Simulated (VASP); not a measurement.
Runs of VASP 6.6.1 on C. The structure is that of space group Fd-3m (No. 227), or close to it. The cells are those of the table. 

```tsv
task	cell	gap on the mesh (eV)	pressure (GPa)
single point	a = 2.526 Å, angles 60.0°, 2 atoms	4.16	-0.1
relaxation of cell and atoms	relaxed to 40 GPa from a = 2.913 Å, angles 60.0°, 2 atoms	(a)	40.9
relaxation of cell and atoms	relaxed to 20 GPa from a = 2.913 Å, angles 60.0°, 2 atoms	4.25	20.1
single point	a = 2.459 Å, angles 60.0°, 2 atoms	4.33	(b)
relaxation of cell and atoms	relaxed to 60 GPa from a = 2.913 Å, angles 60.0°, 2 atoms	4.41	60.0
single point	a = 2.490 Å, angles 60.0°, 2 atoms	4.25	20.0
relaxation of cell and atoms	relaxed from a = 2.913 Å, angles 60.0°, 2 atoms	4.16	0.0
single point	a = 2.432 Å, angles 60.0°, 2 atoms	4.41	60.2
```

Alike in all rows: level PBE; potentials or basis VASP PAW PBE potentials, release 64 (C); no spin polarisation; k mesh 10 × 10 × 10; cutoff (eV) 600; smearing fermi-dirac 0.05 eV.

**Question.** Fill in the values left out.

**Answer.** (a) 4.34; (b) 40.1.

Caveats: the cell is relaxed towards a set pressure, so the enthalpy falls and the energy may rise (some runs).

A k mesh can miss the band edges.
